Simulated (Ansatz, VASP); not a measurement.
**InSe: VASP beside Ansatz**

File INCAR:

```
ALGO = Normal
EDIFF = 1E-7
ENCUT = 520
GGA = PE
ISIF = 2
ISMEAR = 0
LASPH = True
LCHARG = False
LREAL = False
LWAVE = False
NBANDS = 27
NELM = 80
PREC = Accurate
SIGMA = 0.05
```

The input KPOINTS:

```
k-points
0
Gamma
  8 8 6
```

File POSCAR:

```
InSe
1.0
    5.7418854575     -2.0623790766     -0.1306417848
    5.7418854575      2.0623790766     -0.1306417848
   -1.6623467844      0.0000000000      5.4603689881
In Se
2 2
Direct
    0.9011981571      0.8707400595      0.0433764382
    0.0988018429      0.1292599405      0.9566235618
    0.6923606002      0.6336904938      0.6968547898
    0.3076393998      0.3663095062      0.3031452102
```

Input for Ansatz:

```yaml
crystal:
  lattice:
    - [5.7418854575, -2.0623790766, -0.1306417848]
    - [5.7418854575, 2.0623790766, -0.1306417848]
    - [-1.6623467844, 0.0, 5.4603689881]
  atoms:
    - { symbol: In, position: [0.9011981571, 0.8707400595, 0.0433764382] }
    - { symbol: In, position: [0.0988018429, 0.1292599405, 0.9566235618] }
    - { symbol: Se, position: [0.6923606002, 0.6336904938, 0.6968547898] }
    - { symbol: Se, position: [0.3076393998, 0.3663095062, 0.3031452102] }
basis:
  ecutwfc: 420
kpoints:
  mp_grid: { grid: [8, 8, 6] }
hamiltonian:
  xc: pbe
  pseudopotentials: { kind: paw, azcp: { folder: soft_1 } }
scf:
  occupations: { method: gaussian, width: 0.05 }
output:
  forces: true
  stress: true
  eigenvalues: true
```

Change from the starting cell: mode 4 frozen in at -0.054 Å and mode 10 at -0.121 Å (largest displacements).

Alike in both runs: task single point; functional PBE; k mesh 8 × 8 × 6; occupations gaussian, width 0.05 eV; no spin polarisation.

|  | VASP | Ansatz |
| --- | --- | --- |
| version | VASP 6.6.1 | Ansatz 0.2.0 |
| potentials or method | VASP PAW PBE potentials, release 64 (In_d, Se), cutoff 520 eV | scalar-relativistic, plane waves, PAW |
| valence electrons in the cell | 38 | 58 |

```tsv
	VASP	Ansatz	Ansatz less VASP
gap on the k mesh at the Fermi level (eV)	1.07	1.08	+0.006
least direct gap on the mesh (eV)	1.20	1.20	+0.006
pressure (GPa)	0.9	0.9	-0.03
traceless stress, the component that is largest in VASP (GPa)	-3.14	-3.13	+0.013
rms of the force components (eV/Å)	0.478	0.474	-0.0039
```

Atom by atom the forces differ by 0.008 eV/Å (rms over components). The functional is the same, so the differences come from potentials, cutoffs and numerics. VASP's potentials hold 38 valence electrons a cell and Ansatz's 58, so a difference there can come from the potentials and not from the codes.
